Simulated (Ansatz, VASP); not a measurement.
# One calculation of WC, two programs

File INCAR:

```
SYSTEM = WC
  ALGO = Normal
  EDIFF = 1E-6
  ENCUT = 520
  GGA = PE
  GGA_COMPAT = .FALSE.
  ISIF = 2
  ISMEAR = -5
  LASPH = .TRUE.
  LCHARG = .FALSE.
  LMAXMIX = 4
  LORBIT = 11
  LORBMOM = .TRUE.
  LREAL = .FALSE.
  LSORBIT = .TRUE.
  LWAVE = .FALSE.
  MAGMOM = 0 0 0 0 0 0
  NBANDS = 30
  NELM = 150
  PREC = Accurate
  SIGMA = 0.1
```

KPOINTS

```
k-points
0
G
  14 14 12
  0 0 0
```

POSCAR

```
WC
1.0
    2.9209539620      0.0000000000      0.0000000000
   -1.4604769810      2.5296203344      0.0000000000
    0.0000000000      0.0000000000      2.8466159029
W C
1 1
Direct
    0.0000000000      0.0000000000      0.0000000000
    0.6666666667      0.3333333333      0.5000000000
```

Input for Ansatz:

```yaml
crystal:
  lattice:
    - [2.920953962013, 0.0, 0.0]
    - [-1.460476981007, 2.529620334388, 0.0]
    - [0.0, 0.0, 2.8466159029]
  atoms:
    - { symbol: W, position: [-3.700743415525e-17, 0.0, 0.0] }
    - { symbol: C, position: [0.6666666666667, 0.3333333333333, 0.5] }
basis:
  ecutwfc: 420
  ecutrho_ratio: 4
kpoints:
  mp_grid: { grid: [14, 14, 12] }
hamiltonian:
  xc: pbe
scf:
  occupations: { method: tetrahedron }
output:
  forces: true
  stress: true
magnetization:
  noncollinear: true
  spin_orbit: true
```

Alike in both runs: task single point; functional PBE; k mesh 14 × 14 × 12; occupations tetrahedron; non-collinear spin, spin-orbit coupling.

```csv
,VASP,Ansatz
version,VASP 6.6.1,Ansatz 0.2.0
potentials or method,"VASP PAW PBE potentials, release 64 (W_sv, C), cutoff 520 eV","plane waves, PAW"
valence electrons in the cell,18,18
```

Ansatz gave:

- pressure (GPa): 0.0
- traceless stress, the component that is largest in VASP (GPa): 0.12

Task: Estimate VASP's values.

Result: Pressure (GPa): 2.1; traceless stress, the component that is largest in VASP (GPa): 0.22.

With one functional, cell and mesh, what is left measures potentials, basis and numerics. Ansatz's warnings: band table not solved further, tetrahedron derivatives may miss energy slope.
